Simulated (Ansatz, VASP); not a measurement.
# One calculation of SiC, two programs

```
Si C
1.0
     0.00000    2.19594    2.19594
     2.19594    0.00000    2.19594
     2.19594    2.19594    0.00000
Si C
1 1
Direct
  0.00000 0.00000 0.00000
  0.25000 0.25000 0.25000
```

Alike in both runs: task single point; functional PBE; dispersion D3(BJ); k mesh 10 × 10 × 10; occupations gaussian, width 0.02 eV; no spin polarisation.

|  | VASP | Ansatz |
| --- | --- | --- |
| version | VASP 6.6.1 | Ansatz 0.2.0 |
| potentials or method | VASP PAW PBE potentials, release 64 (Si, C), cutoff 600 eV | scalar-relativistic, plane waves, PAW |
| valence electrons in the cell | 8 | 8 |

```csv
,VASP,Ansatz,Ansatz less VASP
gap on the k mesh at the Fermi level (eV),1.38,1.38,+0.002
least direct gap on the mesh (eV),4.52,4.52,+0.003
pressure (GPa),-6.4,-6.2,+0.18
```
